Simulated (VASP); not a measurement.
# C (Cm) in VASP: further runs, part 2 of 2

VASP 6.6.1. The steps go on from the part before.

## 3. Single point, LDA (atom 1 (C) moved -0.300 Å towards its neighbour atom 3 (C) at 2.444 Å)

Input file INCAR:

```
SYSTEM = C
PREC     = Accurate       ! precision mode
ENCUT    = 520            ! plane-wave cutoff, eV
EDIFF    = 1E-6           ! SCF threshold, eV
ISMEAR   = 0              ! smearing method
SIGMA    = 0.03           ! smearing width, eV
LREAL    = .False.        ! projectors in reciprocal space
LASPH    = .True.         ! aspherical terms in the spheres
NELM     = 80             ! most SCF steps
ALGO     = Normal         ! electronic algorithm
ISIF     = 2              ! what is computed and relaxed
LWAVE    = .False.        ! write WAVECAR
LCHARG   = .False.        ! write CHGCAR
NBANDS   = 26             ! bands
```

Input file KPOINTS:

```
Automatic mesh
0
Gamma
  10 10 10
  0 0 0
```

Input file POSCAR:

```
C
1.0
    0.0000000000     -4.2333014983      0.0000000000
   -2.4455693354     -2.1166507492     -3.3597492418
    2.4455693354     -2.1166507492     -3.3597492418
C
8
Direct
    0.8946565363      0.4693184491      0.5306815509
    0.8332934344      0.0000000000      0.0000000000
    0.3332934344      0.7500000000      0.2500000000
    0.3332934344      0.2500000000      0.7500000000
    0.1667065656      0.5000000000      0.5000000000
    0.1667065656      0.0000000000      0.0000000000
    0.6667065656      0.7500000000      0.2500000000
    0.6667065656      0.2500000000      0.7500000000
```

Potentials or basis: VASP PAW LDA potentials, release 64 (C).

On the command line:

```console
$ cat potpaw_LDA.64/C/POTCAR > POTCAR
$ mpirun -np 1 vasp_std > vasp.out
```

OUTCAR:

```text
SYSTEM = C
   PREC = Accurate
   ENCUT = 520
   EDIFF = 1E-6
   ISMEAR = 0
   LREAL = .False.
   LASPH = .True.
   NELM = 80
   ISIF = 2

 ion  position               nearest neighbor table
   1  0.895  0.469  0.531-   5 1.16   8 1.44   7 1.68
   2  0.833  0.000  0.000-   6 1.41   7 1.41   8 1.41
   3  0.333  0.750  0.250-   7 1.41   6 1.41   5 1.41
   4  0.333  0.250  0.750-   8 1.41   6 1.41   5 1.41
   5  0.167  0.500  0.500-   1 1.16   3 1.41   4 1.41
   6  0.167  0.000  0.000-   2 1.41   3 1.41   4 1.41
   7  0.667  0.750  0.250-   3 1.41   2 1.41   1 1.68
   8  0.667  0.250  0.750-   4 1.41   2 1.41   1 1.44

  LATTYP: Found a body centered orthorhombic cell.
 ALAT       =     4.2333014983
 B/A-ratio  =     1.1553957763
 C/A-ratio  =     1.5872950430

  Lattice vectors:

 A1 = (   2.4455693354,   2.1166507492,   3.3597492418)
 A2 = (  -2.4455693354,  -2.1166507491,   3.3597492418)
 A3 = (   2.4455693354,  -2.1166507492,  -3.3597492418)

Analysis of symmetry for initial positions (statically):
=====================================================================
 Subroutine PRICEL returns:
 Original cell was already a primitive cell.

 Routine SETGRP: Setting up the symmetry group for a
 body centered orthorhombic supercell.

 Subroutine GETGRP returns: Found  2 space group operations
 (whereof  2 operations were pure point group operations)
 out of a pool of  8 trial point group operations.

The static configuration has the point symmetry C_1h.

Analysis of symmetry for dynamics (positions and initial velocities):
=====================================================================
 Subroutine PRICEL returns:
 Original cell was already a primitive cell.

 Routine SETGRP: Setting up the symmetry group for a
 body centered orthorhombic supercell.

 Subroutine GETGRP returns: Found  2 space group operations
 (whereof  2 operations were pure point group operations)
 out of a pool of  8 trial point group operations.

The dynamic configuration has the point symmetry C_1h.

 Subroutine INISYM returns: Found  2 space group operations
 (whereof  2 operations are pure point group operations),
 and found     1 'primitive' translations

----------------------------------------------------------------------------------------

                                     Primitive cell

  volume of cell :      69.5658

  direct lattice vectors                    reciprocal lattice vectors
     0.000000000 -4.233301498  0.000000000     0.000000000 -0.236222249  0.148820630
    -2.445569335 -2.116650749 -3.359749242    -0.204451370  0.000000000 -0.148820630
     2.445569335 -2.116650749 -3.359749242     0.204451370  0.000000000 -0.148820630

  length of vectors
     4.233301498  4.663575317  4.663575317     0.279192641  0.252879304  0.252879304

  position of ions in fractional coordinates (direct lattice)
     0.894656536  0.469318449  0.530681551
     0.833293434  0.000000000  0.000000000
     0.333293434  0.750000000  0.250000000
     0.333293434  0.250000000  0.750000000
     0.166706566  0.500000000  0.500000000
     0.166706566  0.000000000  0.000000000
     0.666706566  0.750000000  0.250000000
[... 33 lines left out ...]

 Subroutine IBZKPT returns following result:
 ===========================================

 Found    282 irreducible k-points:

 Following reciprocal coordinates:
            Coordinates               Weight
  0.000000  0.000000  0.000000      1.000000
  0.100000 -0.000000 -0.000000      4.000000
  0.200000 -0.000000 -0.000000      4.000000
  0.300000 -0.000000 -0.000000      4.000000
  0.400000 -0.000000 -0.000000      4.000000
  0.500000 -0.000000 -0.000000      2.000000
[... 16 lines left out ...]
 -0.200000 -0.300000 -0.200000      4.000000
 -0.100000  0.100000  0.000000      4.000000
 [... further k-points ...]
   k-points           NKPTS =    282   k-points in BZ     NKDIM =    282   number of bands    NBANDS=     26
   number of dos      NEDOS =    301   number of ions     NIONS =      8
   total plane-waves  NPLWV =  41472
   dimension x,y,z NGX =    32 NGY =   36 NGZ =   36
   dimension x,y,z NGXF=    64 NGYF=   72 NGZF=   72
   ions per type =               8
   NGX,Y,Z   is equivalent  to a cutoff of  12.57, 12.83, 12.83 a.u.
   NGXF,Y,Z  is equivalent  to a cutoff of  25.13, 25.67, 25.67 a.u.
 SYSTEM =  C
   PREC   = accura    normal or accurate (medium, high low for compatibility)
   ISTART =      0    job   : 0-new  1-cont  2-samecut
   ICHARG =      2    charge: 1-file 2-atom 10-const
   ISPIN  =      1    spin polarized calculation?
   LNONCOLLINEAR =      F non collinear calculations
   LSORBIT =      F    spin-orbit coupling
   LASPH  =      T    aspherical Exc in radial PAW
   ENCUT  =  520.0 eV  38.22 Ry    6.18 a.u.   7.87  8.67  8.67*2*pi/ulx,y,z
   NELM   =     80;   NELMIN=  2; NELMDL= -5     # of ELM steps
   EDIFF  = 0.1E-05   stopping-criterion for ELM
   LREAL  =      F    real-space projection
   EDIFFG = 0.1E-04   stopping-criterion for IOM
   NSW    =      0    number of steps for IOM
   IBRION =     -1    ionic relax: 0-MD 1-quasi-New 2-CG
   NFREE  =      0    steps in history (QN), initial steepest desc. (CG)
   ISIF   =      2    stress and relaxation
   ISYM   =      2    0-nonsym 1-usesym 2-fastsym
   POTIM  = 0.5000    time-step for ionic-motion
   TEBEG  =    0.0;   TEEND  =   0.0 temperature during run
   PSTRESS=    0.0 pullay stress
   NELECT =      32.0000    total number of electrons
   NUPDOWN=      -1.0000    fix difference up-down
   EMIN   =  10.00;   EMAX   =-10.00  energy-range for DOS
   EFERMI =   0.00;   METHOD = LEGACY
   ISMEAR =     0;   SIGMA  =   0.03  broadening in eV -4-tet -1-fermi 0-gaus
   EFERMI_NEDOS =   21; number of points for ismear=-14 and -15
   IALGO  =     38    algorithm
   IMIX   =      4    mixing-type and parameters
     AMIX     =   0.40;   BMIX     =  1.00
     AMIX_MAG =   1.60;   BMIX_MAG =  1.00
  volume/ion in A,a.u.               =       8.70        58.68
  Fermi-wavevector in a.u.,A,eV,Ry     =   1.263745  2.388132 21.729206  1.597052
  Thomas-Fermi vector in A             =   2.397086
   LORBIT       =      0    0 simple, 1 ext, 2 COOP (PROOUT), +10 PAW based schemes
   GGA     = CA    functional components
   LHFCALC =     F    Hartree Fock is set to
   AEXX    =    0.0000 exact exchange contribution
   IVDW    =     0    specifies the selected vdW correction
   LEPSILON=     F    determine dielectric tensor
   LRPA    =     F    only Hartree local field effects (RPA)
 non-spin polarized calculation
 Gauss-broadening in eV      SIGMA  =   0.03
  energy-cutoff  :      520.00
  volume of cell :       69.57
 maximum number of plane-waves:      1891
   NGX = 15   NGY = 17   NGZ = 17

 number of electron      31.9999997 magnetization

 Free energy of the ion-electron system (eV)
  ---------------------------------------------------
  ext. energy  EPLUGINS =         0.00000000
  ---------------------------------------------------
  free energy    TOTEN  =       -77.80484697 eV

  energy without entropy =      -77.80484697  energy(sigma->0) =      -77.80484697

 E-fermi :   4.4908     XC(G=0): -10.7792

 val. band max:        4.3608055438   @ k =   0.0000  -0.4000   0.1000
 cond. band min:       4.6068462501   @ k =   0.0000   0.5000  -0.0000
 fundamental gap:      0.2460407063
 Fermi energy:         4.4908473725

 k-point     1 :       0.0000    0.0000    0.0000
  band No.  band energies     occupation
      1     -15.1081      2.00000
      2     -11.0328      2.00000
      3     -10.3338      2.00000
      4      -8.9728      2.00000
      5      -8.7827      2.00000
      6      -5.7615      2.00000
[... 685 lines left out ...]
     25      15.2531      0.00000
     26      15.7893      0.00000

 [... further k-points ...]
[... 5 lines left out ...]
  --------------------------------------------------------------------------------------
  -------------------------------------------------------------------------------------
  Total        2.3801008     14.4851079     -0.1816137      1.9317094     -0.0000000      0.0000000
  in kB       54.8163225    333.6078624     -4.1827626     44.4893772     -0.0000000      0.0000000
  external PRESSURE =     128.0804741 kB  Pullay stress =       0.0000000 kB

 VOLUME and BASIS-vectors are now :
 -----------------------------------------------------------------------------
  energy-cutoff  :      520.00
  volume of cell :       69.57
      direct lattice vectors                 reciprocal lattice vectors
     0.000000000 -4.233301498  0.000000000     0.000000000 -0.236222249  0.148820630
    -2.445569335 -2.116650749 -3.359749242    -0.204451370  0.000000000 -0.148820630
     2.445569335 -2.116650749 -3.359749242     0.204451370  0.000000000 -0.148820630

 POSITION                                       TOTAL-FORCE (eV/Angst)
 -----------------------------------------------------------------------------------
      0.15007     -5.90400     -3.35975        -3.532989     23.358861      0.000000
      0.00000     -3.52758      0.00000         1.075806      1.364833      0.000000
     -1.22278     -3.52758     -3.35975        -0.721993     -1.754993      0.000000
      1.22278     -3.52758     -3.35975         0.563587     -2.201316      0.000000
      0.00000     -2.82237     -3.35975        -0.270103    -15.603346      0.000000
      0.00000     -0.70572      0.00000        -0.124623     -0.884476      0.000000
     -1.22278     -4.93902     -3.35975         1.559118     -1.908684      0.000000
      1.22278     -4.93902     -3.35975         1.451196     -2.370880      0.000000
 -----------------------------------------------------------------------------------
    total drift:                               -0.000110      0.000179     -0.000000

  FREE ENERGIE OF THE ION-ELECTRON SYSTEM (eV)
  ---------------------------------------------------
  free  energy   TOTEN  =       -77.8048469675 eV

  energy  without entropy=      -77.8048469675  energy(sigma->0) =      -77.80484697
```

It took 3.6 min on 1 thread of Intel Xeon 6975P-C (Granite Rapids), shared host; peak memory 0.39 GiB.

Results:

* Free energy: -77.8048 eV
* Pressure: 12.8 GPa
* Largest force: 23.625 eV/Å
* Band gap on the k mesh: 0.25 eV, indirect (least direct gap 0.26 eV)

Forces in eV/Å, atoms in the order of the input:
```
C    -3.533  23.359   0.000
C     1.076   1.365   0.000
C    -0.722  -1.755   0.000
C     0.564  -2.201   0.000
C    -0.270 -15.603   0.000
C    -0.125  -0.884   0.000
C     1.559  -1.909   0.000
C     1.451  -2.371   0.000
```

Levels at points of the mesh, in eV from the valence-band top:
```csv
k point,band 12,band 13,band 14,band 15,band 16,band 17,band 18,band 19,band 20,band 21
"(0.00, 0.00, 0.00)",-3.80,-3.58,-3.16,-2.24,-1.14,0.57,3.84,4.11,4.86,6.22
"(0.50, 0.00, 0.00)",-5.37,-5.09,-2.98,-2.73,-2.01,1.82,2.78,6.10,6.93,7.51
"(0.00, 0.50, 0.00)",-5.58,-5.02,-3.83,-0.74,-0.01,0.25,1.32,6.72,7.86,7.98
"(0.50, 0.50, 0.00)",-5.93,-5.00,-4.99,-3.72,-3.21,4.65,5.41,5.64,6.96,7.09
"(0.50, 0.00, 0.50)",-5.72,-5.18,-4.95,-4.03,-3.06,4.64,5.52,5.85,6.77,6.81
"(0.00, 0.50, 0.50)",-3.57,-2.61,-1.70,-1.17,-0.80,2.07,2.65,3.62,6.22,8.45
```

Caveat: the cell differs from its parent crystal (atom 1 (C) moved -0.300 Å towards its neighbour atom 3 (C) at 2.444 Å); forces of over 1 eV/Å act on the atoms, so gaps and moduli don't describe the material at rest. A k mesh can miss the band edges.

## 4. Single point, LDA (atom 1 (C) moved +0.200 Å towards its neighbour atom 3 (C) at 2.444 Å)

Input file INCAR:

```
ALGO = Normal
EDIFF = 1E-7
ENCUT = 520
ISIF = 2
ISMEAR = 0
LASPH = True
LCHARG = False
LREAL = False
LWAVE = False
NBANDS = 26
NELM = 60
PREC = Accurate
SIGMA = 0.03
```

Input file KPOINTS:

```
k-points
0
Gamma
  10 10 10
```

POSCAR, as its differences from that of step 3:

```diff
@@ -8,3 +8,3 @@
 Direct
-    0.8946565363      0.4693184491      0.5306815509
+    0.7923846998      0.5204543673      0.4795456327
     0.8332934344      0.0000000000      0.0000000000
```

On the command line:

```console
$ cat potpaw_LDA.64/C/POTCAR > POTCAR
$ mpirun -np 1 vasp_std > vasp.out
```

Run time: 3.7 min. Hardware: 1 thread of Intel Xeon 6975P-C (Granite Rapids), shared host; peak memory 0.41 GiB.

Results (log left out):

```
Free energy            : -79.5473 eV
Pressure               : 6.0 GPa
Largest force          : 14.326 eV/Å
Band gap on the k mesh : 0.19 eV, indirect (least direct gap 0.37 eV)
```

Forces in eV/Å, atoms in the order of the input:
```
C    10.090 -10.170   0.000
C    -1.020  -0.843   0.000
C     0.001   1.286   0.000
C     0.074   0.799   0.000
C    -1.170   2.303   0.000
C     0.232   0.562   0.000
C    -7.079   4.514   0.000
C    -1.128   1.549   0.000
```

Stress tensor (GPa, compression positive):
```
15.05 -5.59  0.00
-5.59  3.11  0.00
 0.00  0.00 -0.16
```

Levels at points of the mesh, in eV from the valence-band top:
| k point | band 14 | band 15 | band 16 | band 17 | band 18 | band 19 |
| --- | --- | --- | --- | --- | --- | --- |
| (0.00, 0.00, 0.00) | -3.22 | -3.14 | -2.07 | 1.36 | 3.02 | 3.68 |
| (0.50, 0.00, 0.00) | -4.87 | -2.54 | -1.95 | 1.12 | 1.74 | 6.32 |
| (0.00, 0.50, 0.00) | -4.01 | -1.59 | -0.98 | 0.93 | 1.83 | 7.67 |
| (0.50, 0.50, 0.00) | -5.27 | -3.96 | -3.70 | 4.94 | 5.10 | 5.32 |
| (0.50, 0.00, 0.50) | -5.42 | -4.08 | -3.36 | 4.43 | 5.22 | 5.64 |
| (0.00, 0.50, 0.50) | -2.06 | -1.76 | -1.63 | 1.88 | 2.37 | 3.20 |

Caveat: the cell differs from its parent crystal (atom 1 (C) moved +0.200 Å towards its neighbour atom 3 (C) at 2.444 Å); forces of over 1 eV/Å act on the atoms, so gaps and moduli don't describe the material at rest.
